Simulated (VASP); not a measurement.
Here is a VASP 6.6.1 calculation.

Contents of INCAR:

```
SYSTEM = Zr
PREC = Accurate
ENCUT = 520
EDIFF = 1E-6
ISMEAR = -1
SIGMA = 0.1
LREAL = .False.
LASPH = .True.
NELM = 100
ALGO = Normal
ISIF = 2
LWAVE = .False.
LCHARG = .True.
GGA = PS
LELF = .True.
LVHAR = .True.
NBANDS = 12
```

KPOINTS

```
Automatic mesh
0
Gamma
  14 14 14
  0 0 0
```

Contents of POSCAR:

```
Zr
1.0
   -1.8309229573      1.8309229573      1.8309229573
    1.8309229573     -1.8309229573      1.8309229573
    1.8309229573      1.8309229573     -1.8309229573
Zr
1
Direct
    0.0000000000      0.0000000000      0.0000000000
```

Potentials or basis: VASP PAW PBE potentials, release 64 (Zr_sv).

Command:

```console
$ cat potpaw_PBE.64/Zr_sv/POTCAR > POTCAR
$ mpirun -np 1 vasp_std > vasp.out
```

(1) What does it give for the pressure?

(2) Estimate the band gap on the k mesh.

## Answers

(1) -8.8 GPa.

(2) zero (band 6 reaches 9.10 eV, above the bottom of band 7 at 7.41 eV).

Caveat: the PAW data sets were made with another functional, which shifts forces and pressure a little.
